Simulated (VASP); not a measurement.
Wanted: the native input for a VASP 6.6.1 run.

```
Task                   : single point
Functional             : r2SCAN
Dispersion             : rVV10
Potentials or basis    : VASP PAW PBE potentials, release 64 (Sn_d, Se)
Cutoff                 : 520 eV
k mesh                 : 8 × 8 × 6
Occupations            : gaussian, width 0.02 eV
Spin                   : no spin polarisation
Dipole correction      : no
Further INCAR settings : ALGO = Normal; EDIFF = 1e-07; NBANDS = 28
```

Crystal: SnSe.

```
CELL_PARAMETERS angstrom
4.23143 0.00000 0.00000
0.00000 4.23143 0.00000
0.00000 0.00000 5.98483
ATOMIC_POSITIONS crystal
Sn 0.50000 0.00000 0.25005
Sn 0.00000 0.50000 0.74995
Se 0.50000 0.00000 0.74996
Se 0.00000 0.50000 0.25004
```

These files were run (other wordings do the same):

POSCAR

```
SnSe
1.0
    4.2314298126      0.0000000000      0.0000000000
    0.0000000000      4.2314298126      0.0000000000
    0.0000000000      0.0000000000      5.9848253036
Sn Se
2 2
Direct
    0.5000000000      0.0000000000      0.2500456838
    0.0000000000      0.5000000000      0.7499543162
    0.5000000000      0.0000000000      0.7499558506
    0.0000000000      0.5000000000      0.2500441494
```

INCAR.step1

```
ALGO     = Normal         # electronic algorithm
EDIFF    = 1E-4           # SCF threshold, eV
ENCUT    = 520            # plane-wave cutoff, eV
GGA      = PE             # functional
ISMEAR   = 0              # smearing method
LASPH    = T              # aspherical terms in the spheres
LCHARG   = F              # write CHGCAR
LREAL    = F              # projectors in reciprocal space
LWAVE    = T              # write WAVECAR
NBANDS   = 28             # bands
NELM     = 100            # most SCF steps
PREC     = Accurate       # precision mode
SIGMA    = 0.02           # smearing width, eV
```

INCAR.step2

```
ALGO     = Normal         # electronic algorithm
BPARAM   = 11.95        
CPARAM   = 0.0093       
EDIFF    = 1E-7           # SCF threshold, eV
ENCUT    = 520            # plane-wave cutoff, eV
ISIF     = 2              # what is computed and relaxed
ISMEAR   = 0              # smearing method
ISTART   = 1            
IVDW_NL  = 2            
LASPH    = T              # aspherical terms in the spheres
LCHARG   = T              # write CHGCAR
LELF     = T              # ELF
LMIXTAU  = T            
LREAL    = F              # projectors in reciprocal space
LUSE_VDW = T            
LVHAR    = T            
LWAVE    = F              # write WAVECAR
METAGGA  = R2SCAN         # meta-GGA
NBANDS   = 28             # bands
NELM     = 100            # most SCF steps
PREC     = Accurate       # precision mode
SIGMA    = 0.02           # smearing width, eV
```

KPOINTS

```
k-points
0
Gamma
  8 8 6
```

Potentials or basis: VASP PAW PBE potentials, release 64 (Sn_d, Se).

Run with:

```bash
$ cat potpaw_PBE.64/Sn_d/POTCAR potpaw_PBE.64/Se/POTCAR > POTCAR
$ cp INCAR.step1 INCAR
$ mpirun -np 1 vasp_std > vasp.out
$ cp INCAR.step2 INCAR
$ mpirun -np 1 vasp_std > vasp.out
```

It gave:

```
Pressure               : 0.1 GPa
Band gap on the k mesh : 0.38 eV
```

Caveat: semilocal functionals underestimate gaps, and a narrow one can read as zero; the PAW data sets were made with another functional, which shifts forces and pressure a little; spin-orbit coupling is left out, which moves the levels of the heavy elements.

It took 5.8 min on 1 thread of AMD EPYC 9R45 (Zen 5), with other jobs on the host, peak memory 0.48 GiB.
